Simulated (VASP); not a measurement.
Write the native input for VASP 6.6.1 that does the following.

- Task: relaxation of cell and atoms
- Functional: PBE
- Potentials or basis: VASP PAW PBE potentials, release 64 (Sr_sv, V_sv, O)
- Cutoff: 600 eV
- k mesh: 7 × 7 × 7
- Occupations: fermi-dirac, width 0.05 eV
- Spin: collinear spin, ferromagnetic start
- Starting moments: [0.0, 2.0, 0.0, 0.0, 0.0] μB
- Hubbard terms: V d U = 4.5 eV
- Dipole correction: no
- Further INCAR settings: ALGO = Normal; EDIFF = 1e-06; IBRION = 2; EDIFFG = -0.01; NSW = 60; ISIF = 3

The structure of SrVO3 lies in POSCAR:

```
SrVO3
1.0
    3.8409000000      0.0000000000      0.0000000000
    0.0000000000      3.8409000000      0.0000000000
    0.0000000000      0.0000000000      3.8409000000
Sr V O
1 1 3
Direct
    0.5000000000      0.5000000000      0.5000000000
    0.0000000000      0.0000000000      0.0000000000
    0.0000000000      0.0000000000      0.5000000000
    0.0000000000      0.5000000000      0.0000000000
    0.5000000000      0.0000000000      0.0000000000
```

The input as run:

INCAR

```
  ALGO = Normal
  EDIFF = 1E-6
  EDIFFG = -0.01
  ENCUT = 600
  GGA = PE
  IBRION = 2
  ISIF = 3
  ISMEAR = -1
  ISPIN = 2
  LASPH = T
  LCHARG = F
  LDAU = T
  LDAUJ = 0 0 0
  LDAUL = -1 2 -1
  LDAUPRINT = 1
  LDAUTYPE = 2
  LDAUU = 0 4.5 0
  LMAXMIX = 4
  LORBIT = 11
  LREAL = F
  LWAVE = F
  MAGMOM = 0 2 0 0 0
  NELM = 150
  NSW = 60
  PREC = Accurate
  SIGMA = 0.05
```

KPOINTS

```
k-points
0
Gamma
  7 7 7
```

Potentials or basis: VASP PAW PBE potentials, release 64 (Sr_sv, V_sv, O).

Launch:

```bash
$ cat potpaw_PBE.64/Sr_sv/POTCAR potpaw_PBE.64/V_sv/POTCAR potpaw_PBE.64/O/POTCAR > POTCAR
$ mpirun -np 1 vasp_std > vasp.out
```

Results of the run:

* Relaxed volume: 11.94 Å³/atom
* Relaxed cell: a = 3.908 Å, b = 3.908 Å, c = 3.908 Å, α = 90.00°, β = 90.00°, γ = 90.00°
* Space group after relaxing (to 0.1 Å): Pm-3m (No. 221)
* Energy gained by relaxing: 17.1 meV/atom
* Ionic steps: 3
* Pressure after relaxing: 0.0 GPa
* Band gap on the k mesh: zero (filled and empty bands overlap)
* Net moment: 1.00 μB per cell
* Site moments: Sr -0.00; V +1.20; O -0.08 μB
* Valence electrons inside the program's atomic spheres: Sr 7.99; V 11.36; O 5.04

It took 66 s on 1 thread of Intel(R) Xeon(R) 6975P-C (Granite Rapids) (shared host), peak memory 0.25 GiB.
